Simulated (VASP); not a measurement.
Runs of VASP 6.6.1 on Cu. The structure is that of space group Im-3m (No. 229), or close to it. The cells are those of the table. 

```csv
task,cell,k mesh,cutoff (eV),gap on the mesh (eV),pressure (GPa)
single point,"a = 2.385 Å, angles 109.5°, 1 atom",17 × 17 × 17,520,none,(a)
single point,"a = 2.452 Å, angles 109.5°, 1 atom",25 × 25 × 25,520,none,0.8
single point,"a = 2.485 Å, angles 109.5°, 1 atom",17 × 17 × 17,520,none,(b)
single point,"a = 2.350 Å, angles 109.5°, 1 atom",17 × 17 × 17,520,none,30.1
single point,"a = 2.547 Å, angles 109.5°, 1 atom",17 × 17 × 17,520,none,-13.4
single point,"a = 2.419 Å, angles 109.5°, 1 atom",17 × 17 × 17,520,none,8.4
relaxation of cell and atoms,"relaxed from a = 2.485 Å, angles 109.5°, 1 atom",15 × 15 × 15,600,none,0.0
single point,"a = 2.452 Å, angles 109.5°, 1 atom",17 × 17 × 17,520,none,0.8
```

Alike in all rows: level PBEsol; potentials or basis VASP PAW PBE potentials, release 64 (Cu); no spin polarisation; smearing fermi-dirac 0.1 eV.

Q: Fill in the values left out.

A: (a) 17.9; (b) -5.1.

Caveats: the PAW data sets were made with another functional, which shifts forces and pressure a little.

A gap of «none» marks levels without a gap at the run's occupations.
